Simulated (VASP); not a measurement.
Input of a VASP 6.6.1 run:

Contents of POSCAR:

```
ZrB2
1.0
    3.1700000000      0.0000000000      0.0000000000
   -1.5850000000      2.7453005300      0.0000000000
    0.0000000000      0.0000000000      3.5330000000
Zr B
1 2
Direct
    0.0000000000      0.0000000000      0.0000000000
    0.6666666667      0.3333333333      0.5000000000
    0.3333333333      0.6666666667      0.5000000000
```

The input INCAR.step1:

```
SYSTEM = ZrB2
PREC = Accurate ; ENCUT = 520
EDIFF = 1E-5 ; ISMEAR = -1
SIGMA = 0.05 ; LREAL = .FALSE.
LASPH = .TRUE. ; NELM = 80
ALGO = Normal ; ISIF = 2
LWAVE = .TRUE. ; LCHARG = .FALSE.
GGA = PE ; NBANDS = 16
```

The input INCAR.step2:

```
SYSTEM = ZrB2
PREC = Accurate ; ENCUT = 520
EDIFF = 1E-7 ; ISMEAR = -1
SIGMA = 0.05 ; LREAL = .FALSE.
LASPH = .TRUE. ; NELM = 80
ALGO = Normal ; ISIF = 2
LWAVE = .FALSE. ; LCHARG = .FALSE.
GGA = PE ; LHFCALC = .TRUE.
AEXX = 0.25 ; HFSCREEN = 0.3
PRECFOCK = Normal ; ISTART = 1
NBANDS = 16
```

File KPOINTS:

```
regular mesh
0
G
  5 5 4
  0 0 0
```

Potentials or basis: VASP PAW PBE potentials, release 64 (Zr_sv, B).

Run with:

```console
$ cat potpaw_PBE.64/Zr_sv/POTCAR potpaw_PBE.64/B/POTCAR > POTCAR
$ cp INCAR.step1 INCAR
$ mpirun -np 1 vasp_std > vasp.out
$ cp INCAR.step2 INCAR
$ mpirun -np 1 vasp_std > vasp.out
```

**Question.** What does it give for the band gap on the k mesh?

**Answer.** Zero (band 9 reaches 11.10 eV, above the bottom of band 10 at 10.35 eV).

**Question.** Predict the pressure.

**Answer.** -1.7 GPa.

Stress tensor (GPa, compression positive):
```
-1.20  0.00  0.00
 0.00 -1.20  0.00
 0.00  0.00 -2.83
```

Caveat: the k points lie up to 0.46 Å⁻¹ apart; the PAW data sets were made with another functional, which shifts forces and pressure a little.
